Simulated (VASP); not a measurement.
# MnS (Fm-3m) in VASP: notebook, part 2 of 3

VASP 6.6.1. The steps go on from the part before.

**3. Single point, PBEsol, collinear spin, ferromagnetic start (17.31 Å³/atom)**

This run uses another cell than the first one, of 17.31 Å³/atom.

Input file INCAR:

```
  PREC = Accurate
  ENCUT = 520
  EDIFF = 1E-7
  ISMEAR = -1
  SIGMA = 0.05
  LREAL = F
  LASPH = T
  NELM = 150
  ALGO = Normal
  ISIF = 2
  LWAVE = F
  LCHARG = F
  ISPIN = 2
  MAGMOM = 4 0
  LORBIT = 11
  LMAXMIX = 4
  GGA = PS
  NBANDS = 20
```

Input file KPOINTS:

```
regular mesh
0
Gamma
  9 9 9
```

Input file POSCAR:

```
MnS
1.0
    0.0000000000      2.5870196075      2.5870196075
    2.5870196075      0.0000000000      2.5870196075
    2.5870196075      2.5870196075      0.0000000000
Mn S
1 1
Direct
    0.0000000000      0.0000000000      0.0000000000
    0.5000000000      0.5000000000      0.5000000000
```

Potentials or basis: VASP PAW PBE potentials, release 64 (Mn_pv, S).

The run is started by

```bash
> cat potpaw_PBE.64/Mn_pv/POTCAR potpaw_PBE.64/S/POTCAR > POTCAR
> mpirun -np 1 vasp_std > vasp.out
```

OUTCAR:

```text
PREC = Accurate
   ENCUT = 520
   EDIFF = 1E-7
   ISMEAR = -1
   LREAL = F
   LASPH = T
   NELM = 150
   ISIF = 2
   ISPIN = 2
   LORBIT = 11
   GGA = PS

 ion  position               nearest neighbor table
   1  0.000  0.000  0.000-   2 2.59   2 2.59   2 2.59   2 2.59   2 2.59   2 2.59
   2  0.500  0.500  0.500-   1 2.59   1 2.59   1 2.59   1 2.59   1 2.59   1 2.59

  LATTYP: Found a face centered cubic cell.
 ALAT       =     5.1740392150

  Lattice vectors:

 A1 = (   0.0000000000,   2.5870196075,   2.5870196075)
 A2 = (   2.5870196075,   0.0000000000,   2.5870196075)
 A3 = (   2.5870196075,   2.5870196075,   0.0000000000)

Analysis of symmetry for initial positions (statically):
=====================================================================
 Subroutine PRICEL returns:
 Original cell was already a primitive cell.

 Routine SETGRP: Setting up the symmetry group for a
 face centered cubic supercell.

 Subroutine GETGRP returns: Found 48 space group operations
 (whereof 48 operations were pure point group operations)
 out of a pool of 48 trial point group operations.

The static configuration has the point symmetry O_h .

Analysis of symmetry for dynamics (positions and initial velocities):
=====================================================================
 Subroutine PRICEL returns:
 Original cell was already a primitive cell.

 Routine SETGRP: Setting up the symmetry group for a
 face centered cubic supercell.

 Subroutine GETGRP returns: Found 48 space group operations
 (whereof 48 operations were pure point group operations)
 out of a pool of 48 trial point group operations.

The dynamic configuration has the point symmetry O_h .

Analysis of structural, dynamic, and magnetic symmetry:
=====================================================================
 Subroutine PRICEL returns:
 Original cell was already a primitive cell.

 Routine SETGRP: Setting up the symmetry group for a
 face centered cubic supercell.

 Subroutine GETGRP returns: Found 48 space group operations
[... 145 lines left out ...]
  ---------------------------------------------------
  free energy    TOTEN  =       -14.88727133 eV

  energy without entropy =      -14.87968517  energy(sigma->0) =      -14.88347825

 E-fermi :   6.7540     XC(G=0): -10.9163

 val. band max:        6.7434634266   @ k =   0.3333   0.0000   0.0000
 cond. band min:       6.7952899022   @ k =  -0.4444   0.3333   0.0000
 fundamental gap:      0.0518264756
 Fermi energy:         6.7540456475

 spin component 1

 k-point     1 :       0.0000    0.0000    0.0000
  band No.  band energies     occupation
      1     -43.7300      1.00000
      2     -43.7300      1.00000
      3     -43.7300      1.00000
      4      -7.9686      1.00000
      5       3.3866      1.00000
      6       3.3866      1.00000
[... 541 lines left out ...]
     19      21.5588      0.00000
     20      21.5588      0.00000

 [... further k-points ...]

 spin component 2

 k-point     1 :       0.0000    0.0000    0.0000
  band No.  band energies     occupation
      1     -39.3150      1.00000
      2     -39.3150      1.00000
      3     -39.3150      1.00000
      4      -7.6472      1.00000
      5       5.1092      1.00000
      6       5.1092      1.00000
[... 541 lines left out ...]
     19      21.9767      0.00000
     20      21.9767      0.00000

 [... further k-points ...]

------------------------ aborting loop because EDIFF is reached ----------------------------------------

  FORCE on cell =-STRESS in cart. coord.  units (eV):
  Direction    XX          YY          ZZ          XY          YZ          ZX
  --------------------------------------------------------------------------------------
  -------------------------------------------------------------------------------------
  Total       -1.3602032     -1.3602032     -1.3602032     -0.0000000      0.0000000     -0.0000000
  in kB      -62.9339843    -62.9339843    -62.9339843     -0.0000000      0.0000000     -0.0000000
  external PRESSURE =     -62.9339843 kB  Pullay stress =       0.0000000 kB

 VOLUME and BASIS-vectors are now :
 -----------------------------------------------------------------------------
  energy-cutoff  :      520.00
  volume of cell :       34.63
      direct lattice vectors                 reciprocal lattice vectors
     0.000000000  2.587019607  2.587019607    -0.193272598  0.193272598  0.193272598
     2.587019607  0.000000000  2.587019607     0.193272598 -0.193272598  0.193272598
     2.587019607  2.587019607  0.000000000     0.193272598  0.193272598 -0.193272598

 POSITION                                       TOTAL-FORCE (eV/Angst)
 -----------------------------------------------------------------------------------
      0.00000      0.00000      0.00000         0.000000      0.000000      0.000000
      2.58702      2.58702      2.58702        -0.000000     -0.000000     -0.000000
 -----------------------------------------------------------------------------------
    total drift:                               -0.000000      0.000000      0.000000

  FREE ENERGIE OF THE ION-ELECTRON SYSTEM (eV)
  ---------------------------------------------------
  free  energy   TOTEN  =       -14.8872713305 eV

  energy  without entropy=      -14.8796851681  energy(sigma->0) =      -14.88347825

 total charge

# of ion       s       p       d       tot
------------------------------------------
    1        0.222   6.172   4.938  11.332
    2        1.322   2.373   0.000   3.696
--------------------------------------------------
tot          1.544   8.545   4.938  15.027

 magnetization (x)

# of ion       s       p       d       tot
------------------------------------------
    1        0.051   0.040   4.103   4.194
    2        0.026   0.070   0.000   0.096
--------------------------------------------------
tot          0.077   0.110   4.103   4.290
```

stdout:

```text
POSCAR found type information on POSCAR MnS
 POSCAR found :  2 types and       2 ions
 scaLAPACK will be used
 -----------------------------------------------------------------------------
|                                                                             |
|                                                                             |
|     You enforced a specific xc type in the INCAR file but a different       |
|     I HOPE YOU KNOW WHAT YOU ARE DOING!                                     |
|                                                                             |
 -----------------------------------------------------------------------------

 LDA part: xc-table for (Slater+PW92), standard interpolation
 POSCAR, INCAR and KPOINTS ok, starting setup
 FFT: planning ... GRIDC
 FFT: planning ... GRID_SOFT
 FFT: planning ... GRID
 WAVECAR not read
 entering main loop
```

It took 80 s on 1 thread of Intel Xeon 8259CL, shared host; peak memory 0.19 GiB.

What came out:

| Property | Result |
| --- | --- |
| Free energy | -14.8873 eV |
| Pressure | -6.3 GPa |
| Net moment | 4.64 μB per cell |
| Site moments | Mn +4.19; S +0.10 μB |
| Valence electrons inside the program's atomic spheres | Mn 11.33; S 3.70 |

Caveat: the cell stands under tension; the PAW data sets were made with another functional, which shifts forces and pressure a little; a cell with one magnetic atom can't hold antiferromagnetic order, which such compounds often take; semilocal functionals often make such compounds metallic where correlation or magnetic order opens a gap, which also shifts bond lengths. With open d or f shells a metallic result of PBEsol can be an artefact of self-interaction; +U or a hybrid may open a gap.

**4. Single point, PBEsol, collinear spin, ferromagnetic start (18.02 Å³/atom)**

This run uses another cell than the first one, of 18.02 Å³/atom.

Input file INCAR:

```
SYSTEM = MnS
ALGO = Normal
EDIFF = 1E-6
ENCUT = 520
GGA = PS
ISIF = 2
ISMEAR = -1
ISPIN = 2
LASPH = .TRUE.
LCHARG = .FALSE.
LMAXMIX = 4
LORBIT = 11
LREAL = .FALSE.
LWAVE = .FALSE.
MAGMOM = 4 0
NBANDS = 20
NELM = 150
PREC = Accurate
SIGMA = 0.05
```

Input file KPOINTS:

```
k-points
0
G
  9 9 9
  0 0 0
```

Input file POSCAR:

```
MnS
1.0
    0.0000000000      2.6217488470      2.6217488470
    2.6217488470      0.0000000000      2.6217488470
    2.6217488470      2.6217488470      0.0000000000
Mn S
1 1
Direct
    0.0000000000      0.0000000000      0.0000000000
    0.5000000000      0.5000000000      0.5000000000
```

Potentials or basis: VASP PAW PBE potentials, release 64 (Mn_pv, S).

The run is started by

```bash
> cat potpaw_PBE.64/Mn_pv/POTCAR potpaw_PBE.64/S/POTCAR > POTCAR
> mpirun -np 1 vasp_std > vasp.out
```

OUTCAR:

```text
SYSTEM = MnS
   EDIFF = 1E-6
   ENCUT = 520
   GGA = PS
   ISIF = 2
   ISMEAR = -1
   ISPIN = 2
   LASPH = .TRUE.
   LORBIT = 11
   LREAL = .FALSE.
   NELM = 150
   PREC = Accurate

 ion  position               nearest neighbor table
   1  0.000  0.000  0.000-   2 2.62   2 2.62   2 2.62   2 2.62   2 2.62   2 2.62
   2  0.500  0.500  0.500-   1 2.62   1 2.62   1 2.62   1 2.62   1 2.62   1 2.62

  LATTYP: Found a face centered cubic cell.
 ALAT       =     5.2434976940

  Lattice vectors:

 A1 = (   0.0000000000,   2.6217488470,   2.6217488470)
 A2 = (   2.6217488470,   0.0000000000,   2.6217488470)
 A3 = (   2.6217488470,   2.6217488470,   0.0000000000)

[... 1318 lines left out ...]
  energy-cutoff  :      520.00
  volume of cell :       36.04
      direct lattice vectors                 reciprocal lattice vectors
     0.000000000  2.621748847  2.621748847    -0.190712394  0.190712394  0.190712394
     2.621748847  0.000000000  2.621748847     0.190712394 -0.190712394  0.190712394
     2.621748847  2.621748847  0.000000000     0.190712394  0.190712394 -0.190712394

 POSITION                                       TOTAL-FORCE (eV/Angst)
 -----------------------------------------------------------------------------------
      0.00000      0.00000      0.00000        -0.000000      0.000000     -0.000000
      2.62175      2.62175      2.62175         0.000000     -0.000000      0.000000
 -----------------------------------------------------------------------------------
    total drift:                               -0.000000      0.000000      0.000000

  FREE ENERGIE OF THE ION-ELECTRON SYSTEM (eV)
  ---------------------------------------------------
  free  energy   TOTEN  =       -14.8245614663 eV

  energy  without entropy=      -14.8181093926  energy(sigma->0) =      -14.82133543

 total charge

# of ion       s       p       d       tot
------------------------------------------
    1        0.215   6.160   4.920  11.294
    2        1.322   2.365   0.000   3.688
--------------------------------------------------
tot          1.537   8.525   4.920  14.982

 magnetization (x)

# of ion       s       p       d       tot
------------------------------------------
    1        0.050   0.038   4.174   4.263
    2        0.025   0.077   0.000   0.102
--------------------------------------------------
tot          0.076   0.115   4.174   4.365
```

OSZICAR:

```text
N       E                     dE             d eps       ncg     rms          rms(c)
DAV:   1     0.155226424837E+03    0.15523E+03   -0.10037E+04  2808   0.977E+02
DAV:   2    -0.775400134415E+01   -0.16298E+03   -0.15272E+03  2920   0.284E+02
DAV:   3    -0.159012068370E+02   -0.81472E+01   -0.80413E+01  3244   0.691E+01
DAV:   4    -0.160035795192E+02   -0.10237E+00   -0.10230E+00  3184   0.790E+00
DAV:   5    -0.160050396850E+02   -0.14602E-02   -0.14601E-02  3152   0.998E-01    0.113E+01
DAV:   6    -0.149150343203E+02    0.10900E+01   -0.62053E+00  3112   0.285E+01    0.111E+01
DAV:   7    -0.148294949097E+02    0.85539E-01   -0.73017E-01  3064   0.113E+01    0.593E+00
DAV:   8    -0.148310635103E+02   -0.15686E-02   -0.34813E-02  3120   0.145E+00    0.316E+00
DAV:   9    -0.148235083164E+02    0.75552E-02   -0.11486E-02  3040   0.108E+00    0.395E-01
DAV:  10    -0.148245377000E+02   -0.10294E-02   -0.22296E-03  2984   0.362E-01    0.162E-01
DAV:  11    -0.148245239459E+02    0.13754E-04   -0.29861E-04  3120   0.122E-01    0.108E-01
DAV:  12    -0.148245478737E+02   -0.23928E-04   -0.58670E-05  3148   0.624E-02    0.772E-02
DAV:  13    -0.148245564437E+02   -0.85700E-05   -0.47388E-06  3044   0.218E-02    0.423E-02
DAV:  14    -0.148245609623E+02   -0.45186E-05   -0.33435E-06  2836   0.149E-02    0.622E-03
DAV:  15    -0.148245614663E+02   -0.50401E-06   -0.19618E-07  1644   0.363E-03
   1 F= -.14824561E+02 E0= -.14821335E+02  d E =-.645207E-02  mag=     4.7283
```

Run time: 80 s. Hardware: 1 thread of Intel Xeon 8259CL, shared host; peak memory 0.19 GiB.

What came out:

```yaml
Free_energy: -14.8246 eV
Pressure: -8.0 GPa
Net_moment: 4.73 μB per cell
Site_moments: Mn +4.26; S +0.10 μB
Valence_electrons_inside_the_program's_atomic_spheres: Mn 11.29; S 3.69
```

Levels at points of the mesh, in eV from the Fermi level:
Spin up:
```tsv
k point	band 8	band 9	band 10	band 11	band 12	band 13	band 14	band 15	band 16	band 17
(0.00, 0.00, 0.00)	-3.25	-3.25	-1.82	-1.82	-1.82	1.50	8.52	8.52	8.52	10.41
```
Spin down:
| k point | band 5 | band 6 | band 7 | band 8 | band 9 | band 10 |
| --- | --- | --- | --- | --- | --- | --- |
| (0.00, 0.00, 0.00) | -1.57 | -1.57 | -1.57 | 0.34 | 0.34 | 0.34 |

Caveat: the cell stands under tension; the PAW data sets were made with another functional, which shifts forces and pressure a little; a cell with one magnetic atom can't hold antiferromagnetic order, which such compounds often take; semilocal functionals often make such compounds metallic where correlation or magnetic order opens a gap, which also shifts bond lengths. With open d or f shells a metallic result of PBEsol can be an artefact of self-interaction; +U or a hybrid may open a gap.

**5. Single point, PBEsol, collinear spin, ferromagnetic start (18.37 Å³/atom)**

This run uses another cell than the first one, of 18.37 Å³/atom.

Input file INCAR:

```
  ALGO = Normal
  EDIFF = 1E-7
  ENCUT = 520
  GGA = PS
  ISIF = 2
  ISMEAR = -1
  ISPIN = 2
  LASPH = True
  LCHARG = False
  LMAXMIX = 4
  LORBIT = 11
  LREAL = False
  LWAVE = False
  MAGMOM = 4 0
  NBANDS = 20
  NELM = 150
  PREC = Accurate
  SIGMA = 0.05
```

Input file KPOINTS:

```
k-points
0
Gamma
  9 9 9
```

Input file POSCAR:

```
MnS
1.0
    0.0000000000      2.6387736672      2.6387736672
    2.6387736672      0.0000000000      2.6387736672
    2.6387736672      2.6387736672      0.0000000000
Mn S
1 1
Direct
    0.0000000000      0.0000000000      0.0000000000
    0.5000000000      0.5000000000      0.5000000000
```

The run is started by

```bash
> cat potpaw_PBE.64/Mn_pv/POTCAR potpaw_PBE.64/S/POTCAR > POTCAR
> mpirun -np 1 vasp_std > vasp.out
```

It took 69 s on 1 thread of Intel Xeon 8259CL, shared host; peak memory 0.19 GiB.

It converged, with:

| Item | Value |
| --- | --- |
| Free energy | -14.7879 eV |
| Pressure | -8.7 GPa |
| Net moment | 4.77 μB per cell |
| Site moments | Mn +4.29; S +0.10 μB |
| Valence electrons inside the program's atomic spheres | Mn 11.28; S 3.68 |

Levels at points of the mesh, in eV from the Fermi level:
Spin up:
| k point | band 8 | band 9 | band 10 | band 11 | band 12 | band 13 | band 14 | band 15 | band 16 | band 17 |
| --- | --- | --- | --- | --- | --- | --- | --- | --- | --- | --- |
| (0.00, 0.00, 0.00) | -3.25 | -3.25 | -1.79 | -1.79 | -1.79 | 1.36 | 8.48 | 8.48 | 8.48 | 10.38 |
Spin down:
| k point | band 3 | band 4 | band 5 | band 6 | band 7 | band 8 | band 9 | band 10 | band 11 | band 12 |
| --- | --- | --- | --- | --- | --- | --- | --- | --- | --- | --- |
| (0.00, 0.00, 0.00) | -46.02 | -13.98 | -1.54 | -1.54 | -1.54 | 0.38 | 0.38 | 0.38 | 0.44 | 0.44 |

Caveat: the cell stands under tension; the PAW data sets were made with another functional, which shifts forces and pressure a little; a cell with one magnetic atom can't hold antiferromagnetic order, which such compounds often take; semilocal functionals often make such compounds metallic where correlation or magnetic order opens a gap, which also shifts bond lengths. With open d or f shells a metallic result of PBEsol can be an artefact of self-interaction; +U or a hybrid may open a gap.

[end of part 2 of 3]
